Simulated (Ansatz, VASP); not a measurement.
## One calculation of ScBPt3, two programs

File INCAR:

```
ALGO = Normal ; EDIFF = 1E-6
ENCUT = 520 ; GGA = PE
ISIF = 2 ; ISMEAR = -1
LASPH = True ; LCHARG = True
LELF = True ; LREAL = False
LVHAR = True ; LWAVE = False
NBANDS = 30 ; NELM = 100
PREC = Accurate ; SIGMA = 0.1
```

Contents of KPOINTS:

```
k-points
0
Gamma
  8 8 8
```

Contents of POSCAR:

```
ScBPt3
1.0
    4.2195344400      0.0000000000      0.0000000000
    0.0000000000      4.2195344400      0.0000000000
    0.0000000000      0.0000000000      4.3486950311
Sc B Pt
1 1 3
Direct
    0.0000000000      0.0000000000      0.0000000000
    0.5000000000      0.5000000000      0.5000000000
    0.0000000000      0.5000000000      0.5000000000
    0.5000000000      0.5000000000      0.0000000000
    0.5000000000      0.0000000000      0.5000000000
```

Input for Ansatz:

```yaml
crystal:
  lattice:
    - [4.21953444, 0.0, 0.0]
    - [0.0, 4.21953444, 0.0]
    - [0.0, 0.0, 4.348695031119274]
  atoms:
    - { symbol: Sc, position: [0.0, 0.0, 0.0] }
    - { symbol: B, position: [0.5, 0.5, 0.5] }
    - { symbol: Pt, position: [0.0, 0.5, 0.5] }
    - { symbol: Pt, position: [0.5, 0.5, 0.0] }
    - { symbol: Pt, position: [0.5, 0.0, 0.5] }
basis:
  ecutwfc: 520.0
kpoints:
  mp_grid:
    grid: [8, 8, 8]
hamiltonian:
  xc: pbe
scf:
  occupations:
    method: fermi_dirac
    width: 0.1
output:
  stress: true
```

Alike in both runs: task single point; functional PBE; k mesh 8 × 8 × 8; occupations fermi-dirac, width 0.1 eV; no spin polarisation.

```csv
,VASP,Ansatz
version,VASP 6.6.1,Ansatz 0.2.0
potentials or method,"VASP PAW PBE potentials, release 64 (Sc_sv, B, Pt), cutoff 520 eV","plane waves, PAW"
valence electrons in the cell,44,68
```

Ansatz gave:

```
pressure (GPa)                                                : -0.8
traceless stress, the component that is largest in VASP (GPa) : -2.80
```

Problem. Which values does VASP return?

Solution. Pressure (GPa): -0.8; traceless stress, the component that is largest in VASP (GPa): -2.85.

VASP's potentials hold 44 valence electrons a cell and Ansatz's 68, so a difference there can come from the potentials and not from the codes.

Spin-orbit coupling is off throughout.
